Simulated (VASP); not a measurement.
# GaSb3 (C2/m) in VASP: notebook

The runs below take GaSb3 through single point, with LDA.

Program: VASP 6.6.1. These are calculated values, not measurements. Logs are shortened: lines on timing, memory, paths and dates and some standing lists are left out, and cuts for length are marked.

### Step 1. The cell of the first run

It takes space group C2/m (No. 12, monoclinic). The conventional cell has a = 6.981 Å, b = 7.244 Å, c = 4.893 Å, α = 90.00°, β = 132.31°, γ = 90.00°. Within 4.0 Å of Ga (site symmetry 2/m) lie 14 Sb at 3.04 to 3.62 Å. Sb (site symmetry 2) has 4 Ga at 3.04 to 3.15 Å and 10 Sb at 3.04 to 3.62 Å within 4.0 Å. Sb (site symmetry 2/m) has 8 Sb at 3.04 to 3.15 Å and 6 Ga at 3.49 to 3.62 Å within 4.0 Å.

### Step 2. Single point, LDA (engineering shear strain xz -0.0533, normal strain along z -0.0367)

INCAR reads:

```
SYSTEM = GaSb3
PREC     = Accurate       ! precision mode
ENCUT    = 520            ! plane-wave cutoff, eV
EDIFF    = 1E-7           ! SCF threshold, eV
ISMEAR   = 0              ! smearing method
SIGMA    = 0.15           ! smearing width, eV
LREAL    = .False.        ! projectors in reciprocal space
LASPH    = .True.         ! aspherical terms in the spheres
NELM     = 100            ! most SCF steps
ALGO     = Normal         ! electronic algorithm
ISIF     = 2              ! what is computed and relaxed
LWAVE    = .False.        ! write WAVECAR
LCHARG   = .False.        ! write CHGCAR
GGA      = CA             ! functional
NBANDS   = 22             ! bands
```

KPOINTS reads:

```
Automatic mesh
0
Gamma
  10 10 10
  0 0 0
```

POSCAR reads:

```
GaSb3
1.0
   -0.0965263301      3.6220011279      3.4890736865
    3.5254747978      0.0000000000      3.3925473564
    3.6220011279      3.6220011279     -0.0965263301
Ga Sb
1 3
Direct
    0.0000000000      0.0000000000      0.0000000000
    0.2500000000      0.2500000000      0.2500000000
    0.7500000000      0.7500000000      0.7500000000
    0.5000000000      0.5000000000      0.5000000000
```

Potentials or basis: VASP PAW LDA potentials, release 64 (Ga_d, Sb).

On the command line:

```bash
$ cat potpaw_LDA.64/Ga_d/POTCAR potpaw_LDA.64/Sb/POTCAR > POTCAR
$ mpirun -np 1 vasp_std > vasp.out
```

OUTCAR:

```text
SYSTEM = GaSb3
   PREC = Accurate
   ENCUT = 520
   EDIFF = 1E-7
   ISMEAR = 0
   LREAL = .False.
   LASPH = .True.
   NELM = 100
   ISIF = 2
   GGA = CA

 ion  position               nearest neighbor table
   1  0.000  0.000  0.000-   3 3.04   2 3.04   3 3.04   2 3.04   3 3.15   2 3.15   3 3.15   2 3.15

   2  0.250  0.250  0.250-   1 3.04   1 3.04   4 3.04   4 3.04   1 3.15   4 3.15   1 3.15   4 3.15
                             3 3.49   3 3.49   3 3.62   3 3.62   3 3.62   3 3.62
   3  0.750  0.750  0.750-   4 3.04   1 3.04   4 3.04   1 3.04   4 3.15   1 3.15   4 3.15   1 3.15
                             2 3.49   2 3.49   2 3.62   2 3.62   2 3.62   2 3.62
   4  0.500  0.500  0.500-   2 3.04   2 3.04   3 3.04   3 3.04   2 3.15   3 3.15   2 3.15   3 3.15

  LATTYP: Found a base centered monoclinic cell.
 ALAT       =     6.9808172938
 B/A-ratio  =     1.0377011675
 C/A-ratio  =     0.7008754303
 COS(beta)  =    -0.6731998641

  Lattice vectors:

 A1 = (   0.0965263301,  -3.6220011279,  -3.4890736865)
 A2 = (   0.0965263301,   3.6220011279,  -3.4890736865)
 A3 = (   3.5254747978,   0.0000000000,   3.3925473564)

Analysis of symmetry for initial positions (statically):
=====================================================================
 Subroutine PRICEL returns:
 Original cell was already a primitive cell.

 Routine SETGRP: Setting up the symmetry group for a
 base centered monoclinic supercell.

 Subroutine GETGRP returns: Found  4 space group operations
 (whereof  4 operations were pure point group operations)
 out of a pool of  4 trial point group operations.

The static configuration has the point symmetry C_2h.

Analysis of symmetry for dynamics (positions and initial velocities):
=====================================================================
 Subroutine PRICEL returns:
 Original cell was already a primitive cell.

 Routine SETGRP: Setting up the symmetry group for a
 base centered monoclinic supercell.

 Subroutine GETGRP returns: Found  4 space group operations
 (whereof  4 operations were pure point group operations)
 out of a pool of  4 trial point group operations.

The dynamic configuration has the point symmetry C_2h.

 Subroutine INISYM returns: Found  4 space group operations
 (whereof  4 operations are pure point group operations),
 and found     1 'primitive' translations

----------------------------------------------------------------------------------------

                                     Primitive cell

  volume of cell :      91.4781

  direct lattice vectors                    reciprocal lattice vectors
    -0.096526330  3.622001128  3.489073686    -0.134325206  0.138045236  0.139588362
     3.525474798  0.000000000  3.392547356     0.141968972 -0.138045236  0.147232128
     3.622001128  3.622001128 -0.096526330     0.134325206  0.138045236 -0.139588362

  length of vectors
     5.030093905  4.892683325  5.123192527     0.237875301  0.246756916  0.237875301

  position of ions in fractional coordinates (direct lattice)
     0.000000000  0.000000000  0.000000000
     0.250000000  0.250000000  0.250000000
     0.750000000  0.750000000  0.750000000
     0.500000000  0.500000000  0.500000000

  ion indices of the primitive-cell ions
   primitive index   ion index
                 1           1
                 2           2
                 3           3
                 4           4

----------------------------------------------------------------------------------------

 KPOINTS: Automatic mesh

Automatic generation of k-mesh.
 Grid dimensions read from file:
 generate k-points for:   10   10   10

 Generating k-lattice:

  Cartesian coordinates                     Fractional coordinates (reciprocal lattice)
    -0.013432521  0.013804524  0.013958836     0.100000000  0.000000000 -0.000000000
     0.014196897 -0.013804524  0.014723213     0.000000000  0.100000000 -0.000000000
     0.013432521  0.013804524 -0.013958836    -0.000000000 -0.000000000  0.100000000

  Length of vectors
     0.023787530  0.024675692  0.023787530

  Shift w.r.t. Gamma in fractional coordinates (k-lattice)
     0.000000000  0.000000000  0.000000000

 Subroutine IBZKPT returns following result:
 ===========================================

 Found    282 irreducible k-points:

 Following reciprocal coordinates:
            Coordinates               Weight
  0.000000  0.000000  0.000000      1.000000
  0.100000  0.000000  0.000000      4.000000
  0.200000  0.000000  0.000000      4.000000
  0.300000  0.000000  0.000000      4.000000
  0.400000  0.000000  0.000000      4.000000
  0.500000  0.000000  0.000000      2.000000
[... 16 lines left out ...]
 -0.400000  0.200000 -0.000000      4.000000
 -0.300000  0.200000 -0.000000      4.000000
 [... further k-points ...]
   k-points           NKPTS =    282   k-points in BZ     NKDIM =    282   number of bands    NBANDS=     22
   number of dos      NEDOS =    301   number of ions     NIONS =      4
   total plane-waves  NPLWV =  57600
   dimension x,y,z NGX =    40 NGY =   36 NGZ =   40
   dimension x,y,z NGXF=    80 NGYF=   72 NGZF=   80
   ions per type =               1   3
   NGX,Y,Z   is equivalent  to a cutoff of  13.22, 12.23, 12.98 a.u.
   NGXF,Y,Z  is equivalent  to a cutoff of  26.44, 24.46, 25.96 a.u.
 SYSTEM =  GaSb3
   PREC   = accura    normal or accurate (medium, high low for compatibility)
   ISTART =      0    job   : 0-new  1-cont  2-samecut
   ICHARG =      2    charge: 1-file 2-atom 10-const
   ISPIN  =      1    spin polarized calculation?
   LNONCOLLINEAR =      F non collinear calculations
   LSORBIT =      F    spin-orbit coupling
   LASPH  =      T    aspherical Exc in radial PAW
   ENCUT  =  520.0 eV  38.22 Ry    6.18 a.u.   9.35  9.10  9.53*2*pi/ulx,y,z
   NELM   =    100;   NELMIN=  2; NELMDL= -5     # of ELM steps
   EDIFF  = 0.1E-06   stopping-criterion for ELM
   LREAL  =      F    real-space projection
   EDIFFG = 0.1E-05   stopping-criterion for IOM
   NSW    =      0    number of steps for IOM
   IBRION =     -1    ionic relax: 0-MD 1-quasi-New 2-CG
   NFREE  =      0    steps in history (QN), initial steepest desc. (CG)
   ISIF   =      2    stress and relaxation
   ISYM   =      2    0-nonsym 1-usesym 2-fastsym
   POTIM  = 0.5000    time-step for ionic-motion
   TEBEG  =    0.0;   TEEND  =   0.0 temperature during run
   PSTRESS=    0.0 pullay stress
   NELECT =      28.0000    total number of electrons
   NUPDOWN=      -1.0000    fix difference up-down
   EMIN   =  10.00;   EMAX   =-10.00  energy-range for DOS
   EFERMI =   0.00;   METHOD = LEGACY
   ISMEAR =     0;   SIGMA  =   0.15  broadening in eV -4-tet -1-fermi 0-gaus
   EFERMI_NEDOS =   21; number of points for ismear=-14 and -15
   IALGO  =     38    algorithm
   IMIX   =      4    mixing-type and parameters
     AMIX     =   0.40;   BMIX     =  1.00
     AMIX_MAG =   1.60;   BMIX_MAG =  1.00
  volume/ion in A,a.u.               =      22.87       154.33
  Fermi-wavevector in a.u.,A,eV,Ry     =   1.103287  2.084910 16.561587  1.217242
  Thomas-Fermi vector in A             =   2.239743
   LORBIT       =      0    0 simple, 1 ext, 2 COOP (PROOUT), +10 PAW based schemes
   GGA     = CA    functional components
   LHFCALC =     F    Hartree Fock is set to
   AEXX    =    0.0000 exact exchange contribution
   IVDW    =     0    specifies the selected vdW correction
   LEPSILON=     F    determine dielectric tensor
   LRPA    =     F    only Hartree local field effects (RPA)
 non-spin polarized calculation
 Gauss-broadening in eV      SIGMA  =   0.15
  energy-cutoff  :      520.00
  volume of cell :       91.48
 maximum number of plane-waves:      2489
 NGX is ok and might be reduce to    40
   NGX = 19   NGY = 19   NGZ = 19

 number of electron      27.9999996 magnetization

 Free energy of the ion-electron system (eV)
  ---------------------------------------------------
  ext. energy  EPLUGINS =         0.00000000
  ---------------------------------------------------
  free energy    TOTEN  =       -17.25238640 eV

  energy without entropy =      -17.22868396  energy(sigma->0) =      -17.24053518

 E-fermi :   8.9036     XC(G=0): -10.9309

 val. band max:        8.9013249342   @ k =  -0.2000   0.3000   0.3000
 cond. band min:       8.9048632475   @ k =  -0.2000  -0.4000   0.1000
 fundamental gap:      0.0035383134
 Fermi energy:         8.9035560787

 k-point     1 :       0.0000    0.0000    0.0000
  band No.  band energies     occupation
      1      -6.0362      2.00000
      2      -6.0348      2.00000
      3      -6.0295      2.00000
      4      -6.0164      2.00000
      5      -6.0100      2.00000
      6      -4.5360      2.00000
[... 14 lines left out ...]
     21      16.1086      0.00000
     22      16.5420      0.00000

 k-point     2 :       0.1000    0.0000    0.0000
  band No.  band energies     occupation
      1      -6.0359      2.00000
      2      -6.0350      2.00000
      3      -6.0297      2.00000
      4      -6.0166      2.00000
      5      -6.0102      2.00000
      6      -4.4529      2.00000
[... 14 lines left out ...]
     21      15.4275      0.00000
     22      16.2103      0.00000

 k-point     3 :       0.2000    0.0000    0.0000
  band No.  band energies     occupation
      1      -6.0365      2.00000
      2      -6.0348      2.00000
      3      -6.0297      2.00000
      4      -6.0170      2.00000
      5      -6.0105      2.00000
      6      -4.2048      2.00000
[... 14 lines left out ...]
     21      13.9509      0.00000
     22      15.3157      0.00000
[... 476 lines left out ...]
 k-point    23 :      -0.4000    0.2000   -0.0000
  band No.  band energies     occupation
      1      -6.0384      2.00000
      2      -6.0363      2.00000
      3      -6.0282      2.00000
      4      -6.0205      2.00000
      5      -6.0108      2.00000
      6      -2.6212      2.00000
[... 14 lines left out ...]
     21      14.1236      0.00000
     22      16.9584      0.00000

 k-point    24 :      -0.3000    0.2000   -0.0000
  band No.  band energies     occupation
      1      -6.0389      2.00000
      2      -6.0352      2.00000
      3      -6.0284      2.00000
      4      -6.0193      2.00000
      5      -6.0113      2.00000
      6      -3.1510      2.00000
[... 14 lines left out ...]
     21      15.1682      0.00000
     22      15.7536      0.00000

 [... further k-points ...]
[... 5 lines left out ...]
  --------------------------------------------------------------------------------------
  -------------------------------------------------------------------------------------
  Total        1.6583144      1.8653489      2.2139303      0.0000000      0.0000000      1.2465089
  in kB       29.0442700     32.6703421     38.7755115      0.0000000      0.0000000     21.8317711
  external PRESSURE =      33.4967078 kB  Pullay stress =       0.0000000 kB

 VOLUME and BASIS-vectors are now :
 -----------------------------------------------------------------------------
  energy-cutoff  :      520.00
  volume of cell :       91.48
      direct lattice vectors                 reciprocal lattice vectors
    -0.096526330  3.622001128  3.489073686    -0.134325206  0.138045236  0.139588362
     3.525474798  0.000000000  3.392547356     0.141968972 -0.138045236  0.147232128
     3.622001128  3.622001128 -0.096526330     0.134325206  0.138045236 -0.139588362

 POSITION                                       TOTAL-FORCE (eV/Angst)
 -----------------------------------------------------------------------------------
      0.00000      0.00000      0.00000         0.000000      0.000000      0.000000
      1.76274      1.81100      1.69627        -0.000000     -0.164843      0.000000
      5.28821      5.43300      5.08882         0.000000      0.164843     -0.000000
      3.52547      3.62200      3.39255         0.000000      0.000000      0.000000
 -----------------------------------------------------------------------------------
    total drift:                               -0.000000      0.000000      0.000000

  FREE ENERGIE OF THE ION-ELECTRON SYSTEM (eV)
  ---------------------------------------------------
  free  energy   TOTEN  =       -17.2523863982 eV

  energy  without entropy=      -17.2286839608  energy(sigma->0) =      -17.24053518
```

Wall time 12 min (1 thread of Intel Xeon 8259CL, shared host); peak memory 0.6 GiB.

What came out:

```yaml
Free_energy: -17.2524 eV
Pressure: 3.3 GPa
Largest_force: 0.165 eV/Å
Band_gap_on_the_k_mesh: zero (bands 14 and 15 overlap by 4.24 eV)
```

Forces on the atoms (eV/Å):
```
Ga   0.000  0.000  0.000
Sb   0.000 -0.165  0.000
Sb   0.000  0.165  0.000
Sb   0.000  0.000  0.000
```

Caveat: the cell differs from its parent crystal (engineering shear strain xz -0.0533, normal strain along z -0.0367); the cell stands under pressure; spin-orbit coupling is left out, which moves the levels of the heavy elements.

### Step 3. Single point, LDA (engineering shear strain xz -0.0800, normal strain along z +0.1100)

INCAR reads:

```
SYSTEM = GaSb3
PREC = Accurate ; ENCUT = 520
EDIFF = 1E-7 ; ISMEAR = 0
SIGMA = 0.15 ; LREAL = .False.
LASPH = .True. ; NELM = 100
ALGO = Normal ; ISIF = 2
LWAVE = .False. ; LCHARG = .False.
GGA = CA ; NBANDS = 22
```

KPOINTS is that of step 2.

POSCAR reads:

```
GaSb3
1.0
   -0.1448800451      3.6220011279      4.0204212520
    3.4771210828      0.0000000000      3.8755412069
    3.6220011279      3.6220011279     -0.1448800451
Ga Sb
1 3
Direct
    0.0000000000      0.0000000000      0.0000000000
    0.2500000000      0.2500000000      0.2500000000
    0.7500000000      0.7500000000      0.7500000000
    0.5000000000      0.5000000000      0.5000000000
```

Potentials or basis: VASP PAW LDA potentials, release 64 (Ga_d, Sb).

On the command line:

```bash
$ cat potpaw_LDA.64/Ga_d/POTCAR potpaw_LDA.64/Sb/POTCAR > POTCAR
$ mpirun -np 1 vasp_std > vasp.out
```

Run time: 13 min. Hardware: 1 thread of Intel Xeon 8259CL, shared host; peak memory 0.67 GiB.

The run converged. Its results:

```yaml
Free_energy: -17.0972 eV
Pressure: -4.5 GPa
Largest_force: 0.126 eV/Å
Band_gap_on_the_k_mesh: zero (bands 14 and 15 overlap by 3.92 eV)
```

Forces on the atoms (eV/Å):
```
Ga   0.000  0.000  0.000
Sb   0.000 -0.126  0.000
Sb   0.000  0.126  0.000
Sb   0.000  0.000  0.000
```

Stress tensor (GPa, compression positive):
```
-4.35  0.00  0.76
 0.00 -4.22  0.00
 0.76  0.00 -5.07
```

Levels at points of the mesh, in eV from the Fermi level:
| k point | band 10 | band 11 | band 12 | band 13 | band 14 | band 15 | band 16 | band 17 | band 18 | band 19 |
| --- | --- | --- | --- | --- | --- | --- | --- | --- | --- | --- |
| (0.00, 0.00, 0.00) | -2.85 | -2.69 | -2.48 | -2.22 | -2.17 | -1.98 | -0.89 | -0.22 | -0.14 | 3.47 |
| (0.50, 0.00, 0.00) | -3.54 | -3.06 | -2.59 | -2.23 | -0.52 | -0.16 | 1.51 | 2.45 | 2.65 | 2.88 |
| (0.00, 0.50, 0.00) | -3.41 | -3.28 | -2.60 | -2.38 | -0.53 | -0.15 | 1.91 | 2.58 | 2.89 | 3.52 |
| (0.50, 0.50, 0.00) | -4.85 | -4.85 | 0.71 | 1.01 | 1.12 | 1.31 | 1.81 | 2.11 | 2.13 | 3.03 |
| (0.50, 0.00, 0.50) | -5.23 | -4.97 | 0.16 | 0.17 | 0.31 | 1.01 | 1.81 | 2.26 | 2.67 | 4.13 |
| (0.00, 0.50, 0.50) | -5.20 | -5.04 | -0.28 | -0.07 | 0.80 | 1.28 | 1.75 | 2.22 | 2.71 | 3.78 |

Caveat: the cell differs from its parent crystal (engineering shear strain xz -0.0800, normal strain along z +0.1100); the cell stands under tension; spin-orbit coupling is left out, which moves the levels of the heavy elements.
